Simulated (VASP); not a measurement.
# Ba (Pm-3m) in VASP: further runs, part 2 of 2

VASP 6.6.1.

## 4. Relaxation of cell and atoms, PBE, target pressure 10 GPa, at which the enthalpy is minimised

This run uses another cell than the first one, of 69.43 Å³/atom.

Input file INCAR:

```
PREC     = Accurate       # precision mode
ENCUT    = 600            # plane-wave cutoff, eV
EDIFF    = 1E-6           # SCF threshold, eV
ISMEAR   = -1             # smearing method
SIGMA    = 0.1            # smearing width, eV
LREAL    = False          # projectors in reciprocal space
LASPH    = True           # aspherical terms in the spheres
NELM     = 60             # most SCF steps
ALGO     = Normal         # electronic algorithm
ISIF     = 3              # what is computed and relaxed
LWAVE    = False          # write WAVECAR
LCHARG   = False          # write CHGCAR
GGA      = PE             # functional
IBRION   = 2              # ionic algorithm
NSW      = 80             # ionic steps
EDIFFG   = -0.03          # ionic threshold
PSTRESS  = 100.0
```

Input file KPOINTS:

```
Automatic mesh
0
Gamma
  11 11 11
```

Input file POSCAR:

```
Ba
1.0
    4.1100000000      0.0000000000      0.0000000000
    0.0000000000      4.1100000000      0.0000000000
    0.0000000000      0.0000000000      4.1100000000
Ba
1
Direct
    0.0000000000      0.0000000000      0.0000000000
```

Potentials or basis: VASP PAW PBE potentials, release 64 (Ba_sv).

On the command line:

```bash
> cat potpaw_PBE.64/Ba_sv/POTCAR > POTCAR
> mpirun -np 1 vasp_std > vasp.out
```

OUTCAR:

```text
PREC = Accurate
   ENCUT = 600
   EDIFF = 1E-6
   ISMEAR = -1
   LREAL = False
   LASPH = True
   NELM = 60
   ISIF = 3
   GGA = PE
   IBRION = 2
   NSW = 80
   EDIFFG = -0.03
   PSTRESS = 100.0

 ion  position               nearest neighbor table
   1  0.000  0.000  0.000-

  LATTYP: Found a simple cubic cell.
 ALAT       =     4.1100000000

  Lattice vectors:

 A1 = (   4.1100000000,   0.0000000000,   0.0000000000)
 A2 = (   0.0000000000,   4.1100000000,   0.0000000000)
 A3 = (   0.0000000000,   0.0000000000,   4.1100000000)

Analysis of symmetry for initial positions (statically):
=====================================================================
 Subroutine PRICEL returns:
 Original cell was already a primitive cell.

 Routine SETGRP: Setting up the symmetry group for a
 simple cubic supercell.

 Subroutine GETGRP returns: Found 48 space group operations
 (whereof 48 operations were pure point group operations)
 out of a pool of 48 trial point group operations.

The static configuration has the point symmetry O_h .

Analysis of symmetry for dynamics (positions and initial velocities):
=====================================================================
 Subroutine PRICEL returns:
 Original cell was already a primitive cell.

 Routine SETGRP: Setting up the symmetry group for a
 simple cubic supercell.

 Subroutine GETGRP returns: Found 48 space group operations
 (whereof 48 operations were pure point group operations)
 out of a pool of 48 trial point group operations.

The dynamic configuration has the point symmetry O_h .

 Subroutine INISYM returns: Found 48 space group operations
 (whereof 48 operations are pure point group operations),
 and found     1 'primitive' translations

----------------------------------------------------------------------------------------

                                     Primitive cell

  volume of cell :      69.4265

  direct lattice vectors                    reciprocal lattice vectors
     4.110000000  0.000000000  0.000000000     0.243309002  0.000000000  0.000000000
     0.000000000  4.110000000  0.000000000     0.000000000  0.243309002  0.000000000
     0.000000000  0.000000000  4.110000000     0.000000000  0.000000000  0.243309002

  length of vectors
     4.110000000  4.110000000  4.110000000     0.243309002  0.243309002  0.243309002
[... 89 lines left out ...]
   PSTRESS=  100.0 pullay stress
   NELECT =      10.0000    total number of electrons
   NUPDOWN=      -1.0000    fix difference up-down
   EMIN   =  10.00;   EMAX   =-10.00  energy-range for DOS
   EFERMI =   0.00;   METHOD = LEGACY
   ISMEAR =    -1;   SIGMA  =   0.10  broadening in eV -4-tet -1-fermi 0-gaus
   EFERMI_NEDOS =   21; number of points for ismear=-14 and -15
   IALGO  =     38    algorithm
   IMIX   =      4    mixing-type and parameters
     AMIX     =   0.40;   BMIX     =  1.00
     AMIX_MAG =   1.60;   BMIX_MAG =  1.00
  volume/ion in A,a.u.               =      69.43       468.51
  Fermi-wavevector in a.u.,A,eV,Ry     =   0.858156  1.621680 10.019766  0.736432
  Thomas-Fermi vector in A             =   1.975318
   LORBIT       =      0    0 simple, 1 ext, 2 COOP (PROOUT), +10 PAW based schemes
   GGA     = PE    functional components
   LHFCALC =     F    Hartree Fock is set to
   AEXX    =    0.0000 exact exchange contribution
   IVDW    =     0    specifies the selected vdW correction
   LEPSILON=     F    determine dielectric tensor
   LRPA    =     F    only Hartree local field effects (RPA)
 conjugate gradient relaxation of ions
 non-spin polarized calculation
  energy-cutoff  :      600.00
  volume of cell :       69.43
 maximum number of plane-waves:      2331
 NGX is ok and might be reduce to    36
   NGX = 17   NGY = 17   NGZ = 17

--------------------------------------- Ionic step        1  -------------------------------------------

 number of electron      10.0000000 magnetization

 number of electron       9.9999999 magnetization

 Free energy of the ion-electron system (eV)
  ---------------------------------------------------
  ext. energy  EPLUGINS =         0.00000000
  ---------------------------------------------------
  free energy    TOTEN  =        -1.60029909 eV

  energy without entropy =       -1.55762018  energy(sigma->0) =       -1.57895963

 E-fermi :   1.2847     XC(G=0):  -7.0869

 val. band max:        1.1721241350   @ k =   0.4545   0.3636   0.3636
 cond. band min:       1.2994816328   @ k =   0.4545   0.4545   0.4545
 fundamental gap:      0.1273574978
 Fermi energy:         1.2846804487

 k-point     1 :       0.0000    0.0000    0.0000
  band No.  band energies     occupation
      1     -28.0205      2.00000
      2     -12.9454      2.00000
      3     -12.9454      2.00000
      4     -12.9454      2.00000
      5      -1.2708      2.00000
      6       1.3772      0.56768
      7       1.3772      0.56768
      8       5.5997      0.00000
      9       5.5997      0.00000
[... 349 lines left out ...]
--------------------------------------- Ionic step        3  -------------------------------------------

 number of electron      10.0000000 magnetization

 Free energy of the ion-electron system (eV)
  ---------------------------------------------------
  ext. energy  EPLUGINS =         0.00000000
  ---------------------------------------------------
  free energy    TOTEN  =        -1.06629749 eV

  energy without entropy =       -1.01918344  energy(sigma->0) =       -1.04274046

 E-fermi :   3.9663     XC(G=0):  -9.3640

 val. band max:        3.9578357408   @ k =   0.3636   0.1818   0.1818
 cond. band min:       3.9770575339   @ k =   0.0909   0.0909   0.0909
 fundamental gap:      0.0192217931
 Fermi energy:         3.9663410844

 k-point     1 :       0.0000    0.0000    0.0000
  band No.  band energies     occupation
      1     -25.1098      2.00000
      2      -8.9006      2.00000
      3      -8.9006      2.00000
      4      -8.9006      2.00000
      5       1.5995      2.00000
      6       3.3741      1.99466
      7       3.3741      1.99466
      8      11.9130      0.00000
      9      11.9130      0.00000
[... 308 lines left out ...]
  energy  without entropy=       -1.0191834355  energy(sigma->0) =       -1.04274046

  enthalpy is  TOTEN    =         1.2158395935 eV   P V=        2.2821370834

 reached required accuracy - stopping structural energy minimisation
```

OSZICAR:

```text
N       E                     dE             d eps       ncg     rms          rms(c)
DAV:   1     0.635724558248E+02    0.63572E+02   -0.44590E+03  1008   0.100E+03
DAV:   2     0.142554118887E+01   -0.62147E+02   -0.61279E+02  1268   0.152E+02
DAV:   3    -0.150112857836E+01   -0.29267E+01   -0.29072E+01  1225   0.398E+01
[... 27 lines left out ...]
DAV:   6    -0.106628357423E+01   -0.11879E-03   -0.12690E-04  1381   0.134E-01    0.390E-02
DAV:   7    -0.106629421861E+01   -0.10644E-04   -0.10172E-04  1068   0.148E-01    0.637E-03
DAV:   8    -0.106629606814E+01   -0.18495E-05   -0.25171E-06  1173   0.217E-02    0.354E-03
DAV:   9    -0.106629743807E+01   -0.13699E-05   -0.19091E-07   543   0.537E-03    0.462E-04
DAV:  10    -0.106629748989E+01   -0.51821E-07   -0.21600E-08   527   0.194E-03
   3 F= 0.12158396E+01 E0= 0.12393966E+01  d E =-.151712E+01
```

CONTCAR:

```text
Ba
   1.00000000000000
     3.3190778330464514   -0.0000000000000000   -0.0000000000000000
    -0.0000000000000000    3.3190778330464514   -0.0000000000000000
     0.0000000000000000    0.0000000000000000    3.3190778330464514
  Ba
     1
Direct
     0.0000000000000000    0.0000000000000000    0.0000000000000000

  0.00000000E+00  0.00000000E+00  0.00000000E+00
```

Run time: 3.2 min. Hardware: 1 thread of Intel Xeon 8259CL, shared host; peak memory 0.24 GiB.

What came out:

| Item | Value |
| --- | --- |
| Free energy | -1.0663 eV |
| Relaxed volume | 36.56 Å³/atom |
| Relaxed cell | a = 3.319 Å, b = 3.319 Å, c = 3.319 Å, α = 90.00°, β = 90.00°, γ = 90.00° |
| Space group after relaxing (to 0.1 Å) | Pm-3m (No. 221) |
| Energy change on relaxing (the run minimises the enthalpy) | +534.0 meV/atom |
| Ionic steps | 3 |
| Pressure after relaxing | 10.1 GPa |
| Band gap on the k mesh | zero (bands 5 and 6 overlap by 1.26 eV) |

Step by step:
| step | energy change (eV) | largest force (eV/Å) | pressure (GPa) | volume (Å³) |
| --- | --- | --- | --- | --- |
| 1 | 0.0000 | 0.0000 | -0.59 | 69.43 |
| 2 | 0.8267 | 0.0000 | 14.95 | 32.77 |
| 3 | 0.5340 | 0.0000 | 10.13 | 36.56 |

Final structure:
```
Ba
1.0
     3.31908    0.00000    0.00000
     0.00000    3.31908    0.00000
     0.00000    0.00000    3.31908
Ba
1
Cartesian
  0.0000 0.0000 0.0000
```

Caveat: the cell is relaxed towards a set pressure, so the run minimises the enthalpy, not the energy; the volume moved by over 15 % at a fixed basis, so the end points are rough; spin-orbit coupling is left out, which moves the levels of the heavy elements.

## 5. Relaxation of cell and atoms, PBE, target pressure 20 GPa, at which the enthalpy is minimised

This run uses another cell than the first one, of 69.43 Å³/atom.

Input file INCAR:

```
SYSTEM = Ba
PREC     = Accurate       ! precision mode
ENCUT    = 600            ! plane-wave cutoff, eV
EDIFF    = 1E-6           ! SCF threshold, eV
ISMEAR   = -1             ! smearing method
SIGMA    = 0.1            ! smearing width, eV
LREAL    = .FALSE.        ! projectors in reciprocal space
LASPH    = .TRUE.         ! aspherical terms in the spheres
NELM     = 80             ! most SCF steps
ALGO     = Normal         ! electronic algorithm
ISIF     = 3              ! what is computed and relaxed
LWAVE    = .FALSE.        ! write WAVECAR
LCHARG   = .FALSE.        ! write CHGCAR
GGA      = PE             ! functional
IBRION   = 2              ! ionic algorithm
NSW      = 80             ! ionic steps
EDIFFG   = -0.03          ! ionic threshold
PSTRESS  = 200.0
```

Input file KPOINTS:

```
regular mesh
0
G
  11 11 11
  0 0 0
```

POSCAR is that of step 4.

On the command line:

```bash
> cat potpaw_PBE.64/Ba_sv/POTCAR > POTCAR
> mpirun -np 1 vasp_std > vasp.out
```

It took 11 min on 1 thread of Intel Xeon 8259CL, shared host; peak memory 0.27 GiB.

It converged, with:

```yaml
Free_energy: -0.4963 eV
Relaxed_volume: 30.20 Å³/atom
Relaxed_cell: a = 3.114 Å, b = 3.114 Å, c = 3.114 Å, α = 90.00°, β = 90.00°, γ = 90.00°
Space_group_after_relaxing_to_0.1_Å: Pm-3m (No. 221)
Energy_change_on_relaxing_the_run_minimises_the_enthalpy: +1104.0 meV/atom
Ionic_steps: 18
Pressure_after_relaxing: 20.0 GPa
Band_gap_on_the_k_mesh: zero (bands 5 and 6 overlap by 2.24 eV)
```

The path:
| step | energy change (eV) | largest force (eV/Å) | pressure (GPa) | volume (Å³) |
| --- | --- | --- | --- | --- |
| 1 | 0.0000 | 0.0000 | -0.59 | 69.43 |
| 2 | 15.3485 | 0.0000 | 538.35 | 12.83 |
| 3 | 0.0160 | 0.0000 | 1.27 | 54.74 |
| 4 | 0.1317 | 0.0000 | 3.60 | 46.76 |
| 5 | 1.2159 | 0.0000 | 22.10 | 29.35 |
| 6 | 1.0723 | 0.0000 | 19.37 | 30.46 |
| 7 | 1.0731 | 0.0000 | 19.37 | 30.46 |
| 8 | 1.0754 | 0.0000 | 19.41 | 30.44 |
| 9 | 1.0755 | 0.0000 | 19.42 | 30.44 |
| 10 | 1.0755 | 0.0000 | 19.42 | 30.44 |
| 11 | 1.0756 | 0.0000 | 19.41 | 30.44 |
| 12 | 1.0758 | 0.0000 | 19.41 | 30.43 |
| 13 | 1.0763 | 0.0000 | 19.44 | 30.43 |
| 14 | 1.0772 | 0.0000 | 19.45 | 30.42 |
| 15 | 1.0789 | 0.0000 | 19.48 | 30.41 |
| 16 | 1.0825 | 0.0000 | 19.55 | 30.38 |
| 17 | 1.0896 | 0.0000 | 19.68 | 30.32 |
| 18 | 1.1040 | 0.0000 | 19.95 | 30.20 |

Final structure:
```xyz
1
Lattice="3.1143 0.0000 0.0000 0.0000 3.1143 0.0000 0.0000 0.0000 3.1143" Properties=species:S:1:pos:R:3 pbc="T T T"
Ba    0.0000    0.0000    0.0000
```

Levels at points of the mesh, in eV from the Fermi level:
```
           k point  band 3  band 4  band 5  band 6  band 7  band 8
(0.00, 0.00, 0.00)  -12.42  -12.42   -2.04   -1.04   -1.04    9.44
```

Caveat: the cell is relaxed towards a set pressure, so the run minimises the enthalpy, not the energy; the volume moved by over 15 % at a fixed basis, so the end points are rough; spin-orbit coupling is left out, which moves the levels of the heavy elements.

## 6. Overview

```csv
task,cell,cutoff (eV),gap on the mesh (eV),pressure (GPa)
single point,"a = 3.958 Å, 1 atom",520,-,0.1
relaxation of cell and atoms,"relaxed from a = 4.110 Å, 1 atom",600,-,-0.1
relaxation of cell and atoms,"relaxed to 10 GPa from a = 4.110 Å, 1 atom",600,none,10.1
relaxation of cell and atoms,"relaxed to 20 GPa from a = 4.110 Å, 1 atom",600,none,20.0
```

Alike in all rows: level PBE; potentials or basis VASP PAW PBE potentials, release 64 (Ba_sv); no spin polarisation; k mesh 11 × 11 × 11; smearing fermi-dirac 0.1 eV.

Caveats: spin-orbit coupling is left out, which moves the levels of the heavy elements; the cell is relaxed towards a set pressure, so the run minimises the enthalpy, not the energy (at least some runs); the volume moved by over 15 % at a fixed basis, so the end points are rough (at least some runs).

Absolute energies hang on the potentials; compare differences alone.
